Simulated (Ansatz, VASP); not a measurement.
# Two plane-wave programs on BeAl3

```xyz
4
Lattice="-1.9422 1.9422 3.8519 1.9422 -1.9422 3.8519 1.9422 1.9422 -3.8519" Properties=species:S:1:pos:R:3 pbc="T T T"
Al    0.0000    0.0000    3.8519
Al    1.9422    0.0000    1.9259
Al    0.0000    1.9422    1.9259
Be    0.0000    0.0000    0.0000
```

Alike in both runs: functional PBEsol; k mesh 6 × 6 × 6; occupations fermi-dirac, width 0.05 eV; no spin polarisation.

|  | VASP | Ansatz |
| --- | --- | --- |
| version | VASP 6.6.1 | Ansatz 0.2.0 |
| potentials or method | VASP PAW PBE potentials, release 64 (Al, Be) | Ansatz PAW |
| plane-wave cutoff (eV) | 520 | 420 |
| valence electrons in the cell | 11 | 11 |
| task | single point | band structure |

|  | VASP | Ansatz | Ansatz less VASP |
| --- | --- | --- | --- |
| gap on the k mesh at the Fermi level (eV) | none | none | - |
| pressure (GPa) | -0.8 | -0.9 | -0.10 |
| traceless stress, the component that is largest in VASP (GPa) | -2.32 | -2.33 | -0.009 |

VASP's potentials were made for PBE, not for PBEsol. A gap of «none» marks a metal or a gap that the smearing closes.

The k mesh is coarse, so the values compare programs but aren't converged.
